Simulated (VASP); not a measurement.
# Hg (I4/mmm) in VASP: single point with PBEsol

Aim: the single point of Hg with PBEsol.

All numbers are computed with VASP 6.6.1; they aren't measurements. Logs are shortened: lines on timing, memory, paths and dates and some standing lists are left out, and cuts for length are marked.

## 1. The cell of the first run

The structure is tetragonal, space group I4/mmm (No. 139). Conventional cell: a = 4.264 Å, b = 4.264 Å, c = 3.713 Å, α = 90.00°, β = 90.00°, γ = 90.00°. Within 4.7 Å of Hg (site symmetry 4/mmm) lie 14 Hg at 3.54 to 4.26 Å.

## 2. Single point, PBEsol (strain +0.030 along x and y, +0.030 along z)

The input, INCAR:

```
ALGO = Fast ; EDIFF = 1E-7
ENCUT = 520 ; GGA = PS
ISIF = 2 ; ISMEAR = 0
LASPH = T ; LCHARG = F
LREAL = F ; LWAVE = F
NBANDS = 12 ; NELM = 80
PREC = Accurate ; SIGMA = 0.15
```

The input, KPOINTS:

```
k-points
0
Gamma
  18 18 18
```

The input, POSCAR:

```
Hg
1.0
   -2.1317858500      2.1317858500      1.8563257400
    2.1317858500     -2.1317858500      1.8563257400
    2.1317858500      2.1317858500     -1.8563257400
Hg
1
Direct
    0.0000000000      0.0000000000      0.0000000000
```

Potentials or basis: VASP PAW PBE potentials, release 64 (Hg).

Started as:

```console
cat potpaw_PBE.64/Hg/POTCAR > POTCAR
mpirun -np 1 vasp_std > vasp.out
```

OUTCAR:

```text
EDIFF = 1E-7
   ENCUT = 520
   GGA = PS
   ISIF = 2
   ISMEAR = 0
   LASPH = T
   LREAL = F
   NELM = 80
   PREC = Accurate

 ion  position               nearest neighbor table
   1  0.000  0.000  0.000-

  LATTYP: Found a body centered tetragonal cell.
 ALAT       =     4.2635717000
 C/A-ratio  =     0.8707843426

  Lattice vectors:

 A1 = (  -2.1317858500,   2.1317858500,   1.8563257400)
 A2 = (   2.1317858500,  -2.1317858500,   1.8563257400)
 A3 = (   2.1317858500,   2.1317858500,  -1.8563257400)

Analysis of symmetry for initial positions (statically):
=====================================================================
 Subroutine PRICEL returns:
 Original cell was already a primitive cell.

 Routine SETGRP: Setting up the symmetry group for a
 body centered tetragonal supercell.

 Subroutine GETGRP returns: Found 16 space group operations
 (whereof 16 operations were pure point group operations)
 out of a pool of 16 trial point group operations.

The static configuration has the point symmetry D_4h.

Analysis of symmetry for dynamics (positions and initial velocities):
=====================================================================
 Subroutine PRICEL returns:
 Original cell was already a primitive cell.

 Routine SETGRP: Setting up the symmetry group for a
 body centered tetragonal supercell.

 Subroutine GETGRP returns: Found 16 space group operations
 (whereof 16 operations were pure point group operations)
 out of a pool of 16 trial point group operations.

The dynamic configuration has the point symmetry D_4h.

 Subroutine INISYM returns: Found 16 space group operations
 (whereof 16 operations are pure point group operations),
 and found     1 'primitive' translations

----------------------------------------------------------------------------------------

                                     Primitive cell

  volume of cell :      33.7444

  direct lattice vectors                    reciprocal lattice vectors
    -2.131785850  2.131785850  1.856325740     0.000000000  0.234545135  0.269349279
     2.131785850 -2.131785850  1.856325740     0.234545135  0.000000000  0.269349279
     2.131785850  2.131785850 -1.856325740     0.234545135  0.234545135  0.000000000

  length of vectors
     3.540475543  3.540475543  3.540475543     0.357156065  0.357156065  0.331696911

  position of ions in fractional coordinates (direct lattice)
     0.000000000  0.000000000  0.000000000

  ion indices of the primitive-cell ions
   primitive index   ion index
                 1           1

----------------------------------------------------------------------------------------

 KPOINTS: k-points

Automatic generation of k-mesh.
 Grid dimensions read from file:
 generate k-points for:   18   18   18

 Generating k-lattice:

  Cartesian coordinates                     Fractional coordinates (reciprocal lattice)
     0.000000000  0.013030285  0.014963849     0.055555556  0.000000000 -0.000000000
     0.013030285  0.000000000  0.014963849     0.000000000  0.055555556 -0.000000000
     0.013030285  0.013030285  0.000000000     0.000000000  0.000000000  0.055555556

  Length of vectors
     0.019842004  0.019842004  0.018427606

  Shift w.r.t. Gamma in fractional coordinates (k-lattice)
     0.000000000  0.000000000  0.000000000

 Subroutine IBZKPT returns following result:
 ===========================================

 Found    480 irreducible k-points:

 Following reciprocal coordinates:
            Coordinates               Weight
  0.000000  0.000000  0.000000      1.000000
  0.055556  0.000000  0.000000      8.000000
  0.111111  0.000000  0.000000      8.000000
  0.166667  0.000000  0.000000      8.000000
  0.222222 -0.000000  0.000000      8.000000
  0.277778 -0.000000  0.000000      8.000000
[... 16 lines left out ...]
 -0.277778  0.055556 -0.000000     16.000000
 -0.222222  0.055556 -0.000000     16.000000
 [... further k-points ...]
   k-points           NKPTS =    480   k-points in BZ     NKDIM =    480   number of bands    NBANDS=     12
   number of dos      NEDOS =    301   number of ions     NIONS =      1
   total plane-waves  NPLWV =  21952
   dimension x,y,z NGX =    28 NGY =   28 NGZ =   28
   dimension x,y,z NGXF=    56 NGYF=   56 NGZF=   56
   ions per type =               1
   NGX,Y,Z   is equivalent  to a cutoff of  13.15, 13.15, 13.15 a.u.
   NGXF,Y,Z  is equivalent  to a cutoff of  26.30, 26.30, 26.30 a.u.
 SYSTEM =  unknown system
   PREC   = accura    normal or accurate (medium, high low for compatibility)
   ISTART =      0    job   : 0-new  1-cont  2-samecut
   ICHARG =      2    charge: 1-file 2-atom 10-const
   ISPIN  =      1    spin polarized calculation?
   LNONCOLLINEAR =      F non collinear calculations
   LSORBIT =      F    spin-orbit coupling
   LASPH  =      T    aspherical Exc in radial PAW
   ENCUT  =  520.0 eV  38.22 Ry    6.18 a.u.   6.58  6.58  6.58*2*pi/ulx,y,z
   NELM   =     80;   NELMIN=  2; NELMDL= -5     # of ELM steps
   EDIFF  = 0.1E-06   stopping-criterion for ELM
   LREAL  =      F    real-space projection
   EDIFFG = 0.1E-05   stopping-criterion for IOM
   NSW    =      0    number of steps for IOM
   IBRION =     -1    ionic relax: 0-MD 1-quasi-New 2-CG
   NFREE  =      0    steps in history (QN), initial steepest desc. (CG)
   ISIF   =      2    stress and relaxation
   ISYM   =      2    0-nonsym 1-usesym 2-fastsym
   POTIM  = 0.5000    time-step for ionic-motion
   TEBEG  =    0.0;   TEEND  =   0.0 temperature during run
   PSTRESS=    0.0 pullay stress
   NELECT =      12.0000    total number of electrons
   NUPDOWN=      -1.0000    fix difference up-down
   EMIN   =  10.00;   EMAX   =-10.00  energy-range for DOS
   EFERMI =   0.00;   METHOD = LEGACY
   ISMEAR =     0;   SIGMA  =   0.15  broadening in eV -4-tet -1-fermi 0-gaus
   EFERMI_NEDOS =   21; number of points for ismear=-14 and -15
   IALGO  =     68    algorithm
   IMIX   =      4    mixing-type and parameters
     AMIX     =   0.40;   BMIX     =  1.00
     AMIX_MAG =   1.60;   BMIX_MAG =  1.00
  volume/ion in A,a.u.               =      33.74       227.72
  Fermi-wavevector in a.u.,A,eV,Ry     =   1.159849  2.191797 18.303235  1.345250
  Thomas-Fermi vector in A             =   2.296438
   LORBIT       =      0    0 simple, 1 ext, 2 COOP (PROOUT), +10 PAW based schemes
   GGA     = PS    functional components
   LHFCALC =     F    Hartree Fock is set to
   AEXX    =    0.0000 exact exchange contribution
   IVDW    =     0    specifies the selected vdW correction
   LEPSILON=     F    determine dielectric tensor
   LRPA    =     F    only Hartree local field effects (RPA)
 non-spin polarized calculation
 RMM-DIIS sequential band-by-band and
 Gauss-broadening in eV      SIGMA  =   0.15
  energy-cutoff  :      520.00
  volume of cell :       33.74
 maximum number of plane-waves:       922
   NGX = 13   NGY = 13   NGZ = 13

 number of electron      12.0000001 magnetization

 Free energy of the ion-electron system (eV)
  ---------------------------------------------------
  ext. energy  EPLUGINS =         0.00000000
  ---------------------------------------------------
  free energy    TOTEN  =        -0.40541256 eV

  energy without entropy =       -0.40410574  energy(sigma->0) =       -0.40475915

 E-fermi :   0.2205     XC(G=0):  -9.1685

 val. band max:        0.1642336747   @ k =  -0.4444   0.5000   0.3889
 cond. band min:       0.2222214479   @ k =  -0.4444   0.5000   0.0556
 fundamental gap:      0.0579877733
 Fermi energy:         0.2205438318

 k-point     1 :       0.0000    0.0000    0.0000
  band No.  band energies     occupation
      1      -6.3852      2.00000
      2      -6.0253      2.00000
      3      -5.8153      2.00000
      4      -5.8153      2.00000
      5      -5.6290      2.00000
      6      -5.4005      2.00000
      7      11.3297      0.00000
      8      11.3297      0.00000
      9      13.2553      0.00000
     10      14.4125      0.00000
     11      14.4125      0.00000
     12      14.8434      0.00000

 k-point     2 :       0.0556    0.0000    0.0000
  band No.  band energies     occupation
      1      -6.3196      2.00000
      2      -6.0163      2.00000
      3      -5.8144      2.00000
      4      -5.8121      2.00000
      5      -5.6236      2.00000
      6      -5.4074      2.00000
      7      11.0528      0.00000
      8      11.1548      0.00000
      9      12.6848      0.00000
     10      14.0955      0.00000
     11      14.2422      0.00000
     12      15.0512      0.00000

 k-point     3 :       0.1111    0.0000    0.0000
  band No.  band energies     occupation
      1      -6.1399      2.00000
      2      -6.0015      2.00000
      3      -5.7987      2.00000
      4      -5.7911      2.00000
      5      -5.6050      2.00000
      6      -5.4254      2.00000
      7      10.2217      0.00000
      8      10.6956      0.00000
      9      11.4996      0.00000
     10      13.4808      0.00000
     11      13.8674      0.00000
     12      14.9393      0.00000

 k-point     4 :       0.1667    0.0000    0.0000
  band No.  band energies     occupation
      1      -6.0058      2.00000
      2      -5.9915      2.00000
      3      -5.7295      2.00000
      4      -5.6317      2.00000
      5      -5.5698      2.00000
      6      -5.4471      2.00000
      7       8.7755      0.00000
      8      10.0774      0.00000
      9      10.6068      0.00000
     10      12.8175      0.00000
     11      13.4663      0.00000
     12      15.0970      0.00000

 k-point     5 :       0.2222   -0.0000    0.0000
  band No.  band energies     occupation
      1      -6.0332      2.00000
      2      -6.0028      2.00000
      3      -5.6276      2.00000
      4      -5.5219      2.00000
      5      -5.4770      2.00000
      6      -5.1738      2.00000
      7       7.0854      0.00000
      8       9.4080      0.00000
      9       9.9630      0.00000
     10      12.2398      0.00000
     11      13.1168      0.00000
     12      15.3760      0.00000
[... 228 lines left out ...]
      1      -6.1327      2.00000
      2      -6.1168      2.00000
      3      -5.5101      2.00000
      4      -5.4198      2.00000
      5      -5.3359      2.00000
      6      -3.3856      2.00000
      7       3.1618      0.00000
      8       7.4769      0.00000
      9       8.7267      0.00000
     10      11.6632      0.00000
     11      13.0530      0.00000
     12      16.8268      0.00000

 k-point    22 :      -0.3333    0.0556   -0.0000
  band No.  band energies     occupation
      1      -6.0810      2.00000
      2      -6.0693      2.00000
      3      -5.4974      2.00000
      4      -5.4801      2.00000
      5      -5.4520      2.00000
      6      -4.1889      2.00000
      7       4.6923      0.00000
      8       7.8995      0.00000
      9       9.1629      0.00000
     10      11.9075      0.00000
     11      13.3250      0.00000
     12      16.5540      0.00000

 k-point    23 :      -0.2778    0.0556   -0.0000
  band No.  band energies     occupation
      1      -6.0433      2.00000
      2      -6.0046      2.00000
      3      -5.5857      2.00000
      4      -5.5386      2.00000
      5      -5.4802      2.00000
      6      -4.8592      2.00000
      7       6.2812      0.00000
      8       8.4672      0.00000
      9       9.7124      0.00000
     10      12.2381      0.00000
     11      13.6726      0.00000
     12      16.0878      0.00000

 k-point    24 :      -0.2222    0.0556   -0.0000
  band No.  band energies     occupation
      1      -6.0145      2.00000
      2      -5.9597      2.00000
      3      -5.7102      2.00000
      4      -5.5994      2.00000
      5      -5.4745      2.00000
      6      -5.3547      2.00000
      7       7.7940      0.00000
      8       9.2516      0.00000
      9      10.3461      0.00000
     10      12.6593      0.00000
     11      14.0683      0.00000
     12      15.6060      0.00000

 [... further k-points ...]

------------------------ aborting loop because EDIFF is reached ----------------------------------------

  FORCE on cell =-STRESS in cart. coord.  units (eV):
  Direction    XX          YY          ZZ          XY          YZ          ZX
  --------------------------------------------------------------------------------------
  -------------------------------------------------------------------------------------
  Total       -0.6128001     -0.6128001     -0.6070973      0.0000000     -0.0000000      0.0000000
  in kB      -29.0956520    -29.0956520    -28.8248846      0.0000000     -0.0000000      0.0000000
  external PRESSURE =     -29.0053962 kB  Pullay stress =       0.0000000 kB

 VOLUME and BASIS-vectors are now :
 -----------------------------------------------------------------------------
  energy-cutoff  :      520.00
  volume of cell :       33.74
      direct lattice vectors                 reciprocal lattice vectors
    -2.131785850  2.131785850  1.856325740     0.000000000  0.234545135  0.269349279
     2.131785850 -2.131785850  1.856325740     0.234545135  0.000000000  0.269349279
     2.131785850  2.131785850 -1.856325740     0.234545135  0.234545135  0.000000000

 POSITION                                       TOTAL-FORCE (eV/Angst)
 -----------------------------------------------------------------------------------
      0.00000      0.00000      0.00000         0.000000      0.000000     -0.000000
 -----------------------------------------------------------------------------------
    total drift:                               -0.000000     -0.000000     -0.000000

  FREE ENERGIE OF THE ION-ELECTRON SYSTEM (eV)
  ---------------------------------------------------
  free  energy   TOTEN  =        -0.4054125553 eV

  energy  without entropy=       -0.4041057414  energy(sigma->0) =       -0.40475915
```

Run time: 6.2 min. Hardware: 1 thread of Intel Xeon 8259CL, shared host; peak memory 0.3 GiB.

Results:

| Property | Result |
| --- | --- |
| Free energy | -0.4054 eV |
| Pressure | -2.9 GPa |
| Band gap on the k mesh | zero (bands 6 and 7 overlap by 1.05 eV) |

Levels at points of the mesh, in eV from the Fermi level:
| k point | band 2 | band 3 | band 4 | band 5 | band 6 | band 7 | band 8 | band 9 | band 10 | band 11 |
| --- | --- | --- | --- | --- | --- | --- | --- | --- | --- | --- |
| (0.00, 0.00, 0.00) | -6.25 | -6.04 | -6.04 | -5.85 | -5.62 | 11.11 | 11.11 | 13.03 | 14.19 | 14.19 |
| (0.50, 0.00, 0.00) | -6.39 | -5.75 | -5.54 | -5.40 | -1.58 | 0.03 | 7.19 | 8.19 | 10.86 | 12.16 |
| (0.50, 0.50, 0.00) | -6.18 | -5.90 | -5.74 | -5.42 | -2.33 | -0.38 | 9.01 | 10.41 | 13.17 | 14.01 |
| (0.50, 0.50, 0.50) | -6.41 | -5.48 | -5.48 | -5.41 | 0.67 | 2.91 | 2.91 | 5.47 | 7.67 | 9.64 |

Caveat: the cell differs from its parent crystal (strain +0.030 along x and y, +0.030 along z); the PAW data sets were made with another functional, which shifts forces and pressure a little; spin-orbit coupling is left out, which moves the levels of the heavy elements.

The gap in the log of VASP goes by the Fermi energy; the results here count the filled bands.